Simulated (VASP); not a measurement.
Input of a VASP 6.6.1 run:

INCAR

```
SYSTEM = RbZn
PREC = Accurate
ENCUT = 520
EDIFF = 1E-6
ISMEAR = 0
SIGMA = 0.1
LREAL = .FALSE.
LASPH = .TRUE.
NELM = 100
ALGO = Fast
ISIF = 2
LWAVE = .FALSE.
LCHARG = .FALSE.
GGA = PE
NBANDS = 18
```

KPOINTS

```
Automatic mesh
0
G
  12 12 12
  0 0 0
```

File POSCAR:

```
RbZn
1.0
    0.0000000000      4.1178546621      4.1178546621
    4.1178546621      0.0000000000      4.1178546621
    4.1178546621      4.1178546621      0.0000000000
Rb Zn
1 1
Direct
    0.0000000000      0.0000000000      0.0000000000
    0.2500000000      0.2500000000      0.2500000000
```

Potentials or basis: VASP PAW PBE potentials, release 64 (Rb_sv, Zn).

Launch:

```console
$ cat potpaw_PBE.64/Rb_sv/POTCAR potpaw_PBE.64/Zn/POTCAR > POTCAR
$ mpirun -np 1 vasp_std > vasp.out
```

Question: Predict the pressure.

Answer: 0.0 GPa.
